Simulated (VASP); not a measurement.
Crystal: ScIn4.

```
Sc In
1.0
     4.26423    0.00000    0.00000
     2.00394    5.32703    0.00000
     2.12235   -0.11482    5.34500
Sc In
1 4
Cartesian
  1.0612 -0.0574 2.6725
  5.2395 4.2776 0.4799
  3.1405 2.1271 1.6429
  5.2500 3.0851 3.7021
  3.1510 0.9347 4.8651
```

| Property | Result |
| --- | --- |
| Program | VASP 6.6.1 |
| Task | relaxation of cell and atoms |
| Functional | PBE |
| Potentials or basis | VASP PAW PBE potentials, release 64 (Sc_sv, In_d) |
| Cutoff | 600 eV |
| k mesh | 6 × 4 × 4 |
| Occupations | gaussian, width 0.1 eV |
| Spin | no spin polarisation |

At the start: pressure 0.9 GPa; volume 24.28 Å³/atom.

Where does the relaxation end?

Over 12 steps the energy falls by 9.0 meV/atom and the volume is 24.69 Å³/atom (+1.7 %); space group P-1 (No. 2, to 0.1 Å) before and after.

The path:
| step | energy change (eV) | largest force (eV/Å) | pressure (GPa) | volume (Å³) |
| --- | --- | --- | --- | --- |
| 1 | 0.0000 | 0.1381 | 0.86 | 121.42 |
| 2 | -0.0139 | 0.1087 | -0.16 | 123.73 |
| 3 | -0.0149 | 0.1001 | -0.48 | 124.55 |
| 4 | -0.0239 | 0.0792 | -0.31 | 124.13 |
| 5 | -0.0315 | 0.0723 | -0.06 | 123.62 |
| 6 | -0.0325 | 0.1221 | 0.43 | 122.52 |
| 7 | -0.0349 | 0.0975 | -0.01 | 123.13 |
| 8 | -0.0347 | 0.1107 | 0.27 | 122.81 |
| 9 | -0.0350 | 0.1046 | 0.18 | 122.96 |
| 10 | -0.0402 | 0.0793 | 0.03 | 123.38 |
| 11 | -0.0411 | 0.0667 | -0.04 | 123.61 |
| 12 | -0.0449 | 0.0349 | -0.01 | 123.46 |

Final structure:
```
CELL_PARAMETERS angstrom
4.36421 0.11765 0.08637
2.19973 5.35886 0.19839
2.27359 0.10010 5.38429
ATOMIC_POSITIONS crystal
Sc 0.00000 0.00000 0.50000
In 0.79590 0.80488 0.09690
In 0.39726 0.40453 0.30738
In 0.60274 0.59547 0.69262
In 0.20410 0.19512 0.90310
```
